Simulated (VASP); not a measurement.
# NaF (R-3m) in VASP: single point with HSE06

Aim: the single point of NaF with HSE06.

Program: VASP 6.6.1. These are calculated values, not measurements. Logs are shortened: lines on timing, memory, paths and dates and some standing lists are left out, and cuts for length are marked.

### Step 1. The cell of the first run

It takes space group R-3m (No. 166, trigonal). Conventional cell: a = 3.249 Å, b = 3.249 Å, c = 7.570 Å, α = 90.00°, β = 90.00°, γ = 120.00°. Na (site symmetry -3m) has 6 F at 2.26 Å within 3.0 Å. F (site symmetry -3m) has 6 Na at 2.26 Å within 3.0 Å.

### Step 2. Single point, HSE06 (strain along [111] -4.9%)

POSCAR

```
NaF
1.0
   -0.0747371929      2.2225125901      2.2225125901
    2.2225125901     -0.0747371929      2.2225125901
    2.2225125901      2.2225125901     -0.0747371929
Na F
1 1
Direct
    0.0000000000      0.0000000000      0.0000000000
    0.5000000000      0.5000000000      0.5000000000
```

INCAR.step1

```
PREC = Accurate ; ENCUT = 520
EDIFF = 1E-5 ; ISMEAR = 0
SIGMA = 0.01 ; LREAL = F
LASPH = T ; NELM = 100
ALGO = Normal ; ISIF = 2
LWAVE = T ; LCHARG = F
NBANDS = 14 ; GGA = PE
```

INCAR.step2

```
PREC = Accurate ; ENCUT = 520
EDIFF = 1E-6 ; ISMEAR = 0
SIGMA = 0.01 ; LREAL = F
LASPH = T ; NELM = 100
ALGO = Normal ; ISIF = 2
LWAVE = F ; LCHARG = F
GGA = PE ; LHFCALC = T
HFSCREEN = 0.2079 ; PRECFOCK = Normal
NBANDS = 14 ; ISTART = 1
```

KPOINTS

```
Automatic mesh
0
Gamma
  6 6 6
```

Potentials or basis: VASP PAW PBE potentials, release 64 (Na_pv, F).

Run with:

```bash
$ cat potpaw_PBE.64/Na_pv/POTCAR potpaw_PBE.64/F/POTCAR > POTCAR
$ cp INCAR.step1 INCAR
$ mpirun -np 1 vasp_std > vasp.out
$ cp INCAR.step2 INCAR
$ mpirun -np 1 vasp_std > vasp.out
```

OUTCAR:

```text
PREC = Accurate
   ENCUT = 520
   EDIFF = 1E-6
   ISMEAR = 0
   LREAL = F
   LASPH = T
   NELM = 100
   ISIF = 2
   GGA = PE
   LHFCALC = T
   HFSCREEN = 0.2079
   PRECFOCK = Normal
   ISTART = 1

 ion  position               nearest neighbor table
   1  0.000  0.000  0.000-   2 2.26   2 2.26   2 2.26   2 2.26   2 2.26   2 2.26
   2  0.500  0.500  0.500-   1 2.26   1 2.26   1 2.26   1 2.26   1 2.26   1 2.26

  LATTYP: Found a trigonal (rhomboedric) cell.
 ALAT       =     3.1439958770
 COS(alpha) =     0.4661091195

  Lattice vectors:

 A1 = (  -0.0747371929,   2.2225125901,   2.2225125901)
 A2 = (   2.2225125901,  -0.0747371929,   2.2225125901)
 A3 = (   2.2225125901,   2.2225125901,  -0.0747371929)

Analysis of symmetry for initial positions (statically):
=====================================================================
 Subroutine PRICEL returns:
 Original cell was already a primitive cell.

 Routine SETGRP: Setting up the symmetry group for a
 trigonal (rhombohedral) supercell.

 Subroutine GETGRP returns: Found 12 space group operations
 (whereof 12 operations were pure point group operations)
 out of a pool of 12 trial point group operations.

The static configuration has the point symmetry D_3d.

Analysis of symmetry for dynamics (positions and initial velocities):
=====================================================================
 Subroutine PRICEL returns:
 Original cell was already a primitive cell.

 Routine SETGRP: Setting up the symmetry group for a
 trigonal (rhombohedral) supercell.

 Subroutine GETGRP returns: Found 12 space group operations
 (whereof 12 operations were pure point group operations)
 out of a pool of 12 trial point group operations.

The dynamic configuration has the point symmetry D_3d.

 Subroutine INISYM returns: Found 12 space group operations
 (whereof 12 operations are pure point group operations),
 and found     1 'primitive' translations

----------------------------------------------------------------------------------------

                                     Primitive cell

  volume of cell :      23.0636

  direct lattice vectors                    reciprocal lattice vectors
    -0.074737193  2.222512590  2.222512590    -0.213929456  0.221373665  0.221373665
     2.222512590 -0.074737193  2.222512590     0.221373665 -0.213929456  0.221373665
     2.222512590  2.222512590 -0.074737193     0.221373665  0.221373665 -0.213929456

  length of vectors
     3.143995877  3.143995877  3.143995877     0.379181238  0.379181238  0.379181238

  position of ions in fractional coordinates (direct lattice)
     0.000000000  0.000000000  0.000000000
     0.500000000  0.500000000  0.500000000

  ion indices of the primitive-cell ions
   primitive index   ion index
                 1           1
                 2           2

----------------------------------------------------------------------------------------

 KPOINTS: Automatic mesh

Automatic generation of k-mesh.
 Grid dimensions read from file:
 generate k-points for:    6    6    6

 Generating k-lattice:

  Cartesian coordinates                     Fractional coordinates (reciprocal lattice)
    -0.035654909  0.036895611  0.036895611     0.166666667  0.000000000 -0.000000000
     0.036895611 -0.035654909  0.036895611     0.000000000  0.166666667 -0.000000000
     0.036895611  0.036895611 -0.035654909     0.000000000  0.000000000  0.166666667

  Length of vectors
     0.063196873  0.063196873  0.063196873

  Shift w.r.t. Gamma in fractional coordinates (k-lattice)
     0.000000000  0.000000000  0.000000000

 Subroutine IBZKPT returns following result:
 ===========================================

 Found     32 irreducible k-points:

 Following reciprocal coordinates:
            Coordinates               Weight
  0.000000  0.000000  0.000000      1.000000
  0.166667  0.000000 -0.000000      6.000000
  0.333333  0.000000  0.000000      6.000000
  0.500000 -0.000000 -0.000000      3.000000
  0.166667  0.166667 -0.000000      6.000000
  0.333333  0.166667 -0.000000     12.000000
[... 16 lines left out ...]
  0.500000  0.500000  0.166667      6.000000
 -0.333333  0.500000  0.166667     12.000000
 [... further k-points ...]
   k-points           NKPTS =     32   k-points in BZ     NKDIM =    216   number of bands    NBANDS=     14
   number of dos      NEDOS =    301   number of ions     NIONS =      2
   total plane-waves  NPLWV =  13824
   dimension x,y,z NGX =    24 NGY =   24 NGZ =   24
   dimension x,y,z NGXF=    48 NGYF=   48 NGZF=   48
   ions per type =               1   1
   NGX,Y,Z   is equivalent  to a cutoff of  12.69, 12.69, 12.69 a.u.
   NGXF,Y,Z  is equivalent  to a cutoff of  25.38, 25.38, 25.38 a.u.
 SYSTEM =  unknown system
   PREC   = accura    normal or accurate (medium, high low for compatibility)
   ISTART =      1    job   : 0-new  1-cont  2-samecut
   ICHARG =      0    charge: 1-file 2-atom 10-const
   ISPIN  =      1    spin polarized calculation?
   LNONCOLLINEAR =      F non collinear calculations
   LSORBIT =      F    spin-orbit coupling
   LASPH  =      T    aspherical Exc in radial PAW
   ENCUT  =  520.0 eV  38.22 Ry    6.18 a.u.   5.85  5.85  5.85*2*pi/ulx,y,z
   NELM   =    100;   NELMIN=  2; NELMDL=  0     # of ELM steps
   EDIFF  = 0.1E-05   stopping-criterion for ELM
   LREAL  =      F    real-space projection
   EDIFFG = 0.1E-04   stopping-criterion for IOM
   NSW    =      0    number of steps for IOM
   IBRION =     -1    ionic relax: 0-MD 1-quasi-New 2-CG
   NFREE  =      0    steps in history (QN), initial steepest desc. (CG)
   ISIF   =      2    stress and relaxation
   ISYM   =      3    0-nonsym 1-usesym 2-fastsym
   POTIM  = 0.5000    time-step for ionic-motion
   TEBEG  =    0.0;   TEEND  =   0.0 temperature during run
   PSTRESS=    0.0 pullay stress
   NELECT =      14.0000    total number of electrons
   NUPDOWN=      -1.0000    fix difference up-down
   EMIN   =  10.00;   EMAX   =-10.00  energy-range for DOS
   EFERMI =   0.00;   METHOD = LEGACY
   ISMEAR =     0;   SIGMA  =   0.01  broadening in eV -4-tet -1-fermi 0-gaus
   EFERMI_NEDOS =   21; number of points for ismear=-14 and -15
   IALGO  =     38    algorithm
   IMIX   =      1    mixing-type and parameters
     AMIX     =   0.40;   BMIX     =  1.00
     AMIX_MAG =   1.60;   BMIX_MAG =  1.00
  volume/ion in A,a.u.               =      11.53        77.82
  Fermi-wavevector in a.u.,A,eV,Ry     =   1.386145  2.619434 26.142208  1.921398
  Thomas-Fermi vector in A             =   2.510488
   LORBIT       =      0    0 simple, 1 ext, 2 COOP (PROOUT), +10 PAW based schemes
   GGA     = PE    functional components
   LHFCALC =     T    Hartree Fock is set to
   PRECFOCK=normal    Normal, Fast or Accurate (Low or Medium for compatibility)
   ENCUT4O =  -1.0   cutoff for four orbital integrals eV
   NKREDX  =     1    reduce k-point grid by
   NKREDY  =     1    reduce k-point grid by
   NKREDZ  =     1    reduce k-point grid by
   AEXX    =    0.2500 exact exchange contribution
   HFSCREEN=    0.2079 screening length (either q_TF or 0.3 A-1)
   HFSCREENC=   0.2079 screening length for correlation (either q_TF or 0.3 A-1)
   ENCUTFOCK=  -1.0 apply spherical cutoff to Coloumb kernel
   IVDW    =     0    specifies the selected vdW correction
   LEPSILON=     F    determine dielectric tensor
   LRPA    =     F    only Hartree local field effects (RPA)
 non-spin polarized calculation
 Gauss-broadening in eV      SIGMA  =   0.01
  energy-cutoff  :      520.00
  volume of cell :       23.06
 maximum number of plane-waves:       630
  NGX = 18; NGY = 18; NGZ = 18

 number of electron      13.9999996 magnetization

 Free energy of the ion-electron system (eV)
  ---------------------------------------------------
  ext. energy  EPLUGINS =         0.00000000
  ---------------------------------------------------
  free energy    TOTEN  =       -10.27679857 eV

  energy without entropy =      -10.27679857  energy(sigma->0) =      -10.27679857

 E-fermi :  -3.2214     XC(G=0):  -7.7970

 val. band max:       -3.3388917465   @ k =   0.0000   0.0000   0.0000
 cond. band min:       5.4761422450   @ k =   0.0000   0.0000   0.0000
 fundamental gap:      8.8150339915
 Fermi energy:        -3.2214410056

 k-point     1 :       0.0000    0.0000    0.0000
  band No.  band energies     occupation
      1     -24.2992      2.00000
      2     -23.5818      2.00000
      3     -23.5792      2.00000
      4     -23.5792      2.00000
      5      -3.4727      2.00000
      6      -3.4727      2.00000
      7      -3.3389      2.00000
      8       5.4761      0.00000
      9      18.0887      0.00000
     10      18.0887      0.00000
     11      19.4514      0.00000
     12      21.2660      0.00000
     13      24.0563      0.00000
     14      24.0563      0.00000

 k-point     2 :       0.1667    0.0000   -0.0000
  band No.  band energies     occupation
      1     -24.5076      2.00000
      2     -23.5856      2.00000
      3     -23.5809      2.00000
      4     -23.3261      2.00000
      5      -3.9818      2.00000
      6      -3.5447      2.00000
      7      -3.4301      2.00000
      8       6.4447      0.00000
      9      15.7572      0.00000
     10      18.5888      0.00000
     11      19.7564      0.00000
     12      23.1328      0.00000
     13      23.4403      0.00000
     14      24.1982      0.00000

 k-point     3 :       0.3333    0.0000    0.0000
  band No.  band energies     occupation
      1     -24.7631      2.00000
      2     -23.5936      2.00000
      3     -23.5841      2.00000
      4     -22.9783      2.00000
      5      -4.8606      2.00000
      6      -3.6863      2.00000
      7      -3.5806      2.00000
      8       8.5293      0.00000
      9      13.3420      0.00000
     10      19.5394      0.00000
     11      20.4547      0.00000
     12      22.4466      0.00000
     13      23.3002      0.00000
     14      24.3903      0.00000
[... 324 lines left out ...]
 k-point    23 :       0.5000    0.5000    0.1667
  band No.  band energies     occupation
      1     -24.3380      2.00000
      2     -23.6743      2.00000
      3     -23.6360      2.00000
      4     -23.3412      2.00000
      5      -4.8053      2.00000
      6      -4.0177      2.00000
      7      -3.9430      2.00000
      8      11.5122      0.00000
      9      12.6958      0.00000
     10      15.1196      0.00000
     11      19.5041      0.00000
     12      19.8298      0.00000
     13      26.3153      0.00000
     14      26.9231      0.00000

 k-point    24 :      -0.3333    0.5000    0.1667
  band No.  band energies     occupation
      1     -24.3119      2.00000
      2     -23.7301      2.00000
      3     -23.6689      2.00000
      4     -23.2794      2.00000
      5      -4.6648      2.00000
      6      -4.1904      2.00000
      7      -4.0294      2.00000
      8      12.4801      0.00000
      9      12.7288      0.00000
     10      14.4658      0.00000
     11      17.7807      0.00000
     12      21.6411      0.00000
     13      26.2435      0.00000
     14      26.5976      0.00000

 [... further k-points ...]
[... 5 lines left out ...]
  --------------------------------------------------------------------------------------
  -------------------------------------------------------------------------------------
  Total        0.6912431      0.6912431      0.6912431      0.1237666      0.1237666      0.1237666
  in kB       48.0191993     48.0191993     48.0191993      8.5978031      8.5978031      8.5978031
  external PRESSURE =      48.0191993 kB  Pullay stress =       0.0000000 kB

 VOLUME and BASIS-vectors are now :
 -----------------------------------------------------------------------------
  energy-cutoff  :      520.00
  volume of cell :       23.06
      direct lattice vectors                 reciprocal lattice vectors
    -0.074737193  2.222512590  2.222512590    -0.213929456  0.221373665  0.221373665
     2.222512590 -0.074737193  2.222512590     0.221373665 -0.213929456  0.221373665
     2.222512590  2.222512590 -0.074737193     0.221373665  0.221373665 -0.213929456

 POSITION                                       TOTAL-FORCE (eV/Angst)
 -----------------------------------------------------------------------------------
      0.00000      0.00000      0.00000         0.000000     -0.000000     -0.000000
      2.18514      2.18514      2.18514         0.000000      0.000000      0.000000
 -----------------------------------------------------------------------------------
    total drift:                                0.000000      0.000000      0.000000

  FREE ENERGIE OF THE ION-ELECTRON SYSTEM (eV)
  ---------------------------------------------------
  free  energy   TOTEN  =       -10.2767985708 eV

  energy  without entropy=      -10.2767985708  energy(sigma->0) =      -10.27679857
```

It took 28 min on 1 thread of Intel Xeon 8259CL, shared host; peak memory 0.24 GiB.

Results:

```
Free energy            : -10.2768 eV
Pressure               : 4.8 GPa
Band gap on the k mesh : 8.81 eV
```

Levels at points of the mesh, in eV from the valence-band top:
```
           k point  band 5  band 6  band 7  band 8  band 9  band 10
(0.00, 0.00, 0.00)   -0.13   -0.13    0.00    8.81   21.43    21.43
(0.50, 0.00, 0.00)   -1.91   -0.42   -0.31   13.41   15.30    23.19
(0.50, 0.50, 0.00)   -1.54   -0.64   -0.48   15.65   16.11    16.74
(0.50, 0.50, 0.50)   -1.87   -0.50   -0.50   13.44   15.90    22.77
```

Caveat: the cell differs from its parent crystal (strain along [111] -4.9%); the cell stands under pressure; the PAW data sets were made with another functional, which shifts forces and pressure a little.
